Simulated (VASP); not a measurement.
# H (I4/mmm) in VASP: notebook

Runs on H. Level: PBEsol. Tasks: single point.

Program: VASP 6.6.1. These are calculated values, not measurements. Logs are shortened: lines on timing, memory, paths and dates and some standing lists are left out, and cuts for length are marked.

### Step 1. The cell of the first run

It takes space group I4/mmm (No. 139, tetragonal). Conventional cell: a = 3.490 Å, b = 3.490 Å, c = 4.344 Å, α = 90.00°, β = 90.00°, γ = 90.00°. Within 1.0 Å of H (site symmetry 4mm) lie 1 H at 0.76 Å.

### Step 2. Single point, PBEsol

INCAR reads:

```
PREC = Accurate ; ENCUT = 500
EDIFF = 1E-6 ; ISMEAR = 0
SIGMA = 0.01 ; LREAL = F
LASPH = T ; NELM = 120
ALGO = Normal ; ISIF = 2
LWAVE = F ; LCHARG = F
GGA = PS ; NBANDS = 8
GGA_COMPAT = F
```

KPOINTS reads:

```
regular mesh
0
Gamma
  10 10 10
```

POSCAR reads:

```
H
1.0
   -1.7451927835      1.7451927835      2.1719837309
    1.7451927835     -1.7451927835      2.1719837309
    1.7451927835      1.7451927835     -2.1719837309
H
2
Direct
    0.9126015680      0.9126015680      0.0000000000
    0.0873984320      0.0873984320      0.0000000000
```

Potentials or basis: VASP PAW PBE potentials, release 64 (H).

Launch:

```
$ cat potpaw_PBE.64/H/POTCAR > POTCAR
$ mpirun -np 1 vasp_std > vasp.out
```

OUTCAR:

```text
PREC = Accurate
   ENCUT = 500
   EDIFF = 1E-6
   ISMEAR = 0
   LREAL = F
   LASPH = T
   NELM = 120
   ISIF = 2
   GGA = PS

 ion  position               nearest neighbor table
   1  0.913  0.913  0.000-   2 0.76
   2  0.087  0.087  0.000-   1 0.76

  LATTYP: Found a body centered tetragonal cell.
 ALAT       =     3.4903855670
 C/A-ratio  =     1.2445523219

  Lattice vectors:

 A1 = (  -1.7451927835,   1.7451927835,   2.1719837309)
 A2 = (   1.7451927835,  -1.7451927835,   2.1719837309)
 A3 = (   1.7451927835,   1.7451927835,  -2.1719837309)

Analysis of symmetry for initial positions (statically):
=====================================================================
 Subroutine PRICEL returns:
 Original cell was already a primitive cell.

 Routine SETGRP: Setting up the symmetry group for a
 body centered tetragonal supercell.

 Subroutine GETGRP returns: Found 16 space group operations
 (whereof 16 operations were pure point group operations)
 out of a pool of 16 trial point group operations.

The static configuration has the point symmetry D_4h.

Analysis of symmetry for dynamics (positions and initial velocities):
=====================================================================
 Subroutine PRICEL returns:
 Original cell was already a primitive cell.

 Routine SETGRP: Setting up the symmetry group for a
 body centered tetragonal supercell.

 Subroutine GETGRP returns: Found 16 space group operations
 (whereof 16 operations were pure point group operations)
 out of a pool of 16 trial point group operations.

The dynamic configuration has the point symmetry D_4h.

 Subroutine INISYM returns: Found 16 space group operations
 (whereof 16 operations are pure point group operations),
 and found     1 'primitive' translations

----------------------------------------------------------------------------------------

                                     Primitive cell

  volume of cell :      26.4608

  direct lattice vectors                    reciprocal lattice vectors
    -1.745192784  1.745192784  2.171983731     0.000000000  0.286501299  0.230204303
     1.745192784 -1.745192784  2.171983731     0.286501299  0.000000000  0.230204303
     1.745192784  1.745192784 -2.171983731     0.286501299  0.286501299  0.000000000

  length of vectors
     3.287690531  3.287690531  3.287690531     0.367528251  0.367528251  0.405174023

  position of ions in fractional coordinates (direct lattice)
     0.912601568  0.912601568  0.000000000
     0.087398432  0.087398432  0.000000000

  ion indices of the primitive-cell ions
   primitive index   ion index
                 1           1
                 2           2

----------------------------------------------------------------------------------------

 KPOINTS: regular mesh

Automatic generation of k-mesh.
 Grid dimensions read from file:
 generate k-points for:   10   10   10

 Generating k-lattice:

  Cartesian coordinates                     Fractional coordinates (reciprocal lattice)
     0.000000000  0.028650130  0.023020430     0.100000000  0.000000000 -0.000000000
     0.028650130  0.000000000  0.023020430     0.000000000  0.100000000 -0.000000000
     0.028650130  0.028650130  0.000000000     0.000000000  0.000000000  0.100000000

  Length of vectors
     0.036752825  0.036752825  0.040517402

  Shift w.r.t. Gamma in fractional coordinates (k-lattice)
     0.000000000  0.000000000  0.000000000

 Subroutine IBZKPT returns following result:
 ===========================================

 Found    102 irreducible k-points:

 Following reciprocal coordinates:
            Coordinates               Weight
  0.000000  0.000000  0.000000      1.000000
  0.100000  0.000000  0.000000      8.000000
  0.200000  0.000000  0.000000      8.000000
  0.300000  0.000000  0.000000      8.000000
  0.400000  0.000000  0.000000      8.000000
  0.500000  0.000000 -0.000000      4.000000
[... 16 lines left out ...]
  0.300000  0.300000  0.000000      8.000000
  0.400000  0.300000  0.000000     16.000000
 [... further k-points ...]
   k-points           NKPTS =    102   k-points in BZ     NKDIM =    102   number of bands    NBANDS=      8
   number of dos      NEDOS =    301   number of ions     NIONS =      2
   total plane-waves  NPLWV =  13824
   dimension x,y,z NGX =    24 NGY =   24 NGZ =   24
   dimension x,y,z NGXF=    48 NGYF=   48 NGZF=   48
   ions per type =               2
   NGX,Y,Z   is equivalent  to a cutoff of  12.14, 12.14, 12.14 a.u.
   NGXF,Y,Z  is equivalent  to a cutoff of  24.27, 24.27, 24.27 a.u.
 SYSTEM =  unknown system
   PREC   = accura    normal or accurate (medium, high low for compatibility)
   ISTART =      0    job   : 0-new  1-cont  2-samecut
   ICHARG =      2    charge: 1-file 2-atom 10-const
   ISPIN  =      1    spin polarized calculation?
   LNONCOLLINEAR =      F non collinear calculations
   LSORBIT =      F    spin-orbit coupling
   LASPH  =      T    aspherical Exc in radial PAW
   ENCUT  =  500.0 eV  36.75 Ry    6.06 a.u.   5.99  5.99  5.99*2*pi/ulx,y,z
   NELM   =    120;   NELMIN=  2; NELMDL= -5     # of ELM steps
   EDIFF  = 0.1E-05   stopping-criterion for ELM
   LREAL  =      F    real-space projection
   EDIFFG = 0.1E-04   stopping-criterion for IOM
   NSW    =      0    number of steps for IOM
   IBRION =     -1    ionic relax: 0-MD 1-quasi-New 2-CG
   NFREE  =      0    steps in history (QN), initial steepest desc. (CG)
   ISIF   =      2    stress and relaxation
   ISYM   =      2    0-nonsym 1-usesym 2-fastsym
   POTIM  = 0.5000    time-step for ionic-motion
   TEBEG  =    0.0;   TEEND  =   0.0 temperature during run
   PSTRESS=    0.0 pullay stress
   NELECT =       2.0000    total number of electrons
   NUPDOWN=      -1.0000    fix difference up-down
   EMIN   =  10.00;   EMAX   =-10.00  energy-range for DOS
   EFERMI =   0.00;   METHOD = LEGACY
   ISMEAR =     0;   SIGMA  =   0.01  broadening in eV -4-tet -1-fermi 0-gaus
   EFERMI_NEDOS =   21; number of points for ismear=-14 and -15
   IALGO  =     38    algorithm
   IMIX   =      4    mixing-type and parameters
     AMIX     =   0.40;   BMIX     =  1.00
     AMIX_MAG =   1.60;   BMIX_MAG =  1.00
  volume/ion in A,a.u.               =      13.23        89.28
  Fermi-wavevector in a.u.,A,eV,Ry     =   0.692177  1.308024  6.518670  0.479109
  Thomas-Fermi vector in A             =   1.774036
   LORBIT       =      0    0 simple, 1 ext, 2 COOP (PROOUT), +10 PAW based schemes
   GGA     = PS    functional components
   LHFCALC =     F    Hartree Fock is set to
   AEXX    =    0.0000 exact exchange contribution
   IVDW    =     0    specifies the selected vdW correction
   LEPSILON=     F    determine dielectric tensor
   LRPA    =     F    only Hartree local field effects (RPA)
 non-spin polarized calculation
 Gauss-broadening in eV      SIGMA  =   0.01
  energy-cutoff  :      500.00
  volume of cell :       26.46
 maximum number of plane-waves:       687
   NGX = 11   NGY = 11   NGZ = 11

 number of electron       2.0000001 magnetization

 Free energy of the ion-electron system (eV)
  ---------------------------------------------------
  ext. energy  EPLUGINS =         0.00000000
  ---------------------------------------------------
  free energy    TOTEN  =        -6.52678248 eV

  energy without entropy =       -6.52678248  energy(sigma->0) =       -6.52678248

 E-fermi :  -8.1314     XC(G=0):  -5.0772

 val. band max:       -8.2191234905   @ k =   0.5000   0.5000   0.5000
 cond. band min:       0.6090393910   @ k =   0.5000   0.0000  -0.0000
 fundamental gap:      8.8281628814
 Fermi energy:        -8.1314327704

 k-point     1 :       0.0000    0.0000    0.0000
  band No.  band energies     occupation
      1     -10.2225      2.00000
      2       4.6492      0.00000
      3       7.9953      0.00000
      4      14.0138      0.00000
      5      14.0138      0.00000
      6      16.0372      0.00000
      7      16.0372      0.00000
      8      17.3898      0.00000

 k-point     2 :       0.1000    0.0000    0.0000
  band No.  band energies     occupation
      1     -10.1178      2.00000
      2       4.1695      0.00000
      3       8.1828      0.00000
      4      12.9328      0.00000
      5      13.3482      0.00000
      6      16.1154      0.00000
      7      16.6785      0.00000
      8      17.1515      0.00000

 k-point     3 :       0.2000    0.0000    0.0000
  band No.  band energies     occupation
      1      -9.8259      2.00000
      2       3.0920      0.00000
      3       8.4365      0.00000
      4      11.1894      0.00000
      5      12.4327      0.00000
      6      16.1537      0.00000
      7      16.7879      0.00000
      8      17.1844      0.00000

 k-point     4 :       0.3000    0.0000    0.0000
  band No.  band energies     occupation
      1      -9.4220      2.00000
      2       1.9009      0.00000
      3       8.4177      0.00000
      4      10.0398      0.00000
      5      11.7562      0.00000
      6      15.0515      0.00000
      7      16.0049      0.00000
      8      18.1924      0.00000

 k-point     5 :       0.4000    0.0000    0.0000
  band No.  band energies     occupation
      1      -9.0488      2.00000
      2       0.9675      0.00000
      3       8.1207      0.00000
      4       9.6298      0.00000
      5      11.3624      0.00000
      6      14.3076      0.00000
      7      15.7924      0.00000
      8      17.1114      0.00000

 k-point     6 :       0.5000    0.0000   -0.0000
  band No.  band energies     occupation
      1      -8.8917      2.00000
      2       0.6090      0.00000
      3       7.9590      0.00000
      4       9.5573      0.00000
      5      11.2353      0.00000
      6      14.0498      0.00000
      7      16.0770      0.00000
      8      16.3108      0.00000

 k-point     7 :       0.1000    0.1000    0.0000
  band No.  band energies     occupation
      1      -9.9362      2.00000
      2       3.3716      0.00000
      3       8.9096      0.00000
      4      11.0128      0.00000
      5      12.8698      0.00000
      6      16.1579      0.00000
      7      16.4504      0.00000
      8      17.3523      0.00000
[... 133 lines left out ...]
 k-point    20 :      -0.4000    0.2000    0.0000
  band No.  band energies     occupation
      1      -9.1237      2.00000
      2       2.2011      0.00000
      3       5.9229      0.00000
      4       9.0921      0.00000
      5      10.7070      0.00000
      6      15.7016      0.00000
      7      15.7609      0.00000
      8      18.7751      0.00000

 k-point    21 :      -0.3000    0.2000    0.0000
  band No.  band energies     occupation
      1      -9.4755      2.00000
      2       3.0446      0.00000
      3       6.3910      0.00000
      4      10.1505      0.00000
      5      11.3100      0.00000
      6      13.7119      0.00000
      7      16.3752      0.00000
      8      19.4311      0.00000

 k-point    22 :      -0.2000    0.2000    0.0000
  band No.  band energies     occupation
      1      -9.7563      2.00000
      2       3.6824      0.00000
      3       6.7350      0.00000
      4      11.7466      0.00000
      5      12.4029      0.00000
      6      12.8708      0.00000
      7      16.4470      0.00000
      8      18.8510      0.00000

 k-point    23 :       0.3000    0.3000    0.0000
  band No.  band energies     occupation
      1      -8.7107      2.00000
      2       1.5388      0.00000
      3       4.5466      0.00000
      4       8.7510      0.00000
      5      10.8557      0.00000
      6      15.8615      0.00000
      7      18.4352      0.00000
      8      19.2414      0.00000

 k-point    24 :       0.4000    0.3000    0.0000
  band No.  band energies     occupation
      1      -8.6493      2.00000
      2       2.0214      0.00000
      3       3.9009      0.00000
      4       8.4346      0.00000
      5       9.9346      0.00000
      6      16.6907      0.00000
      7      17.9411      0.00000
      8      19.9022      0.00000

 [... further k-points ...]

------------------------ aborting loop because EDIFF is reached ----------------------------------------

  FORCE on cell =-STRESS in cart. coord.  units (eV):
  Direction    XX          YY          ZZ          XY          YZ          ZX
  --------------------------------------------------------------------------------------
  -------------------------------------------------------------------------------------
  Total       -0.0287906     -0.0287906     -0.0290661      0.0000000     -0.0000000      0.0000000
  in kB       -1.7432403     -1.7432403     -1.7599214      0.0000000     -0.0000000      0.0000000
  external PRESSURE =      -1.7488006 kB  Pullay stress =       0.0000000 kB

 VOLUME and BASIS-vectors are now :
 -----------------------------------------------------------------------------
  energy-cutoff  :      500.00
  volume of cell :       26.46
      direct lattice vectors                 reciprocal lattice vectors
    -1.745192784  1.745192784  2.171983731     0.000000000  0.286501299  0.230204303
     1.745192784 -1.745192784  2.171983731     0.286501299  0.000000000  0.230204303
     1.745192784  1.745192784 -2.171983731     0.286501299  0.286501299  0.000000000

 POSITION                                       TOTAL-FORCE (eV/Angst)
 -----------------------------------------------------------------------------------
      0.00000      0.00000      3.96431         0.000000      0.000000     -0.006599
      0.00000      0.00000      0.37966        -0.000000     -0.000000      0.006599
 -----------------------------------------------------------------------------------
    total drift:                                0.000000     -0.000000      0.000000

  FREE ENERGIE OF THE ION-ELECTRON SYSTEM (eV)
  ---------------------------------------------------
  free  energy   TOTEN  =        -6.5267824832 eV

  energy  without entropy=       -6.5267824832  energy(sigma->0) =       -6.52678248
```

Wall time 8.7 s (1 thread of Intel Xeon Platinum 8375C at 2.90GHz (Ice Lake), shared host); peak memory 0.13 GiB.

Results:

```yaml
Free_energy: -6.5268 eV
Pressure: -0.2 GPa
Largest_force: 0.007 eV/Å
Band_gap_on_the_k_mesh: 8.83 eV (least direct gap 9.50 eV)
```

Forces in eV/Å, atoms in the order of the input:
```
H    0.000  0.000 -0.007
H    0.000  0.000  0.007
```

Caveat: this functional lacks dispersion, which holds the molecules together, so the pressure and a relaxed volume are unreliable; the PAW data sets were made with another functional, which shifts forces and pressure a little.

### Step 3. Single point, PBEsol

INCAR reads:

```
ALGO = Normal
EDIFF = 1E-6
ENCUT = 500
GGA = PS
GGA_COMPAT = False
ISIF = 2
ISMEAR = 0
LASPH = True
LCHARG = True
LELF = True
LREAL = False
LVHAR = True
LWAVE = False
NBANDS = 8
NELM = 120
PREC = Accurate
SIGMA = 0.01
```

KPOINTS reads:

```
k-points
0
Gamma
  10 10 10
```

POSCAR reads:

```
H
1.0
   -1.7451927835      1.7451927835      2.1719837309
    1.7451927835     -1.7451927835      2.1719837309
    1.7451927835      1.7451927835     -2.1719837309
H
2
Direct
    0.9126041853      0.9126041853      0.0000000000
    0.0873958147      0.0873958147      0.0000000000
```

Potentials or basis: VASP PAW PBE potentials, release 64 (H).

Launch:

```
$ cat potpaw_PBE.64/H/POTCAR > POTCAR
$ mpirun -np 1 vasp_std > vasp.out
```

It took 8.3 s on 1 thread of Intel Xeon Platinum 8375C at 2.90GHz (Ice Lake), shared host; peak memory 0.13 GiB.

Results (log left out):

| Quantity | Value |
| --- | --- |
| Free energy | -6.5268 eV |
| Pressure | -0.2 GPa |
| Largest force | 0.007 eV/Å |
| Band gap on the k mesh | 8.83 eV (least direct gap 9.50 eV) |

Forces in eV/Å, atoms in the order of the input:
```
H    0.000  0.000 -0.007
H    0.000  0.000  0.007
```

Levels at points of the mesh, in eV from the valence-band top:
| k point | band 1 | band 2 | band 3 | band 4 | band 5 | band 6 |
| --- | --- | --- | --- | --- | --- | --- |
| (0.00, 0.00, 0.00) | -2.00 | 12.87 | 16.21 | 22.23 | 22.23 | 24.26 |
| (0.50, 0.00, 0.00) | -0.67 | 8.83 | 16.18 | 17.78 | 19.45 | 22.27 |
| (0.50, 0.50, 0.00) | -0.47 | 10.54 | 13.42 | 15.54 | 17.97 | 18.90 |
| (0.50, 0.50, 0.50) | 0.00 | 9.74 | 14.97 | 15.66 | 15.66 | 17.83 |

Caveat: this functional lacks dispersion, which holds the molecules together, so the pressure and a relaxed volume are unreliable; the PAW data sets were made with another functional, which shifts forces and pressure a little. A k mesh can miss the band edges.

### Step 4. Single point, PBEsol

This run uses another cell than the first one, of 13.43 Å³/atom.

INCAR reads:

```
PREC = Accurate
ENCUT = 500
EDIFF = 1E-6
ISMEAR = 0
SIGMA = 0.01
LREAL = False
LASPH = True
NELM = 120
ALGO = Normal
ISIF = 2
LWAVE = False
LCHARG = False
GGA = PS
NBANDS = 8
GGA_COMPAT = False
```

KPOINTS reads:

```
Automatic mesh
0
Gamma
  10 10 10
```

POSCAR reads:

```
H
1.0
   -1.7539625964      1.7539625964      2.1828982220
    1.7539625964     -1.7539625964      2.1828982220
    1.7539625964      1.7539625964     -2.1828982220
H
2
Direct
    0.9130381279      0.9130381279      0.0000000000
    0.0869618721      0.0869618721      0.0000000000
```

Launch:

```
$ cat potpaw_PBE.64/H/POTCAR > POTCAR
$ mpirun -np 1 vasp_std > vasp.out
```

Run time: 8.4 s. Hardware: 1 thread of Intel Xeon Platinum 8375C at 2.90GHz (Ice Lake), shared host; peak memory 0.14 GiB.

The run converged. Its results:

```yaml
Free_energy: -6.5269 eV
Pressure: -0.2 GPa
Largest_force: 0.006 eV/Å
Band_gap_on_the_k_mesh: 8.86 eV (least direct gap 9.51 eV)
```

Forces in eV/Å, atoms in the order of the input:
```
H    0.000  0.000 -0.006
H    0.000  0.000  0.006
```

Levels at points of the mesh, in eV from the valence-band top:
| k point | band 1 | band 2 | band 3 | band 4 | band 5 |
| --- | --- | --- | --- | --- | --- |
| (0.00, 0.00, 0.00) | -1.95 | 12.80 | 16.15 | 22.11 | 22.11 |
| (0.50, 0.00, 0.00) | -0.65 | 8.86 | 16.11 | 17.70 | 19.36 |
| (0.50, 0.50, 0.00) | -0.46 | 10.55 | 13.39 | 15.49 | 17.90 |
| (0.50, 0.50, 0.50) | 0.00 | 9.76 | 14.95 | 15.62 | 15.62 |

Caveat: this functional lacks dispersion, which holds the molecules together, so the pressure and a relaxed volume are unreliable; the PAW data sets were made with another functional, which shifts forces and pressure a little.

(Part 1 of 2 ends here.)
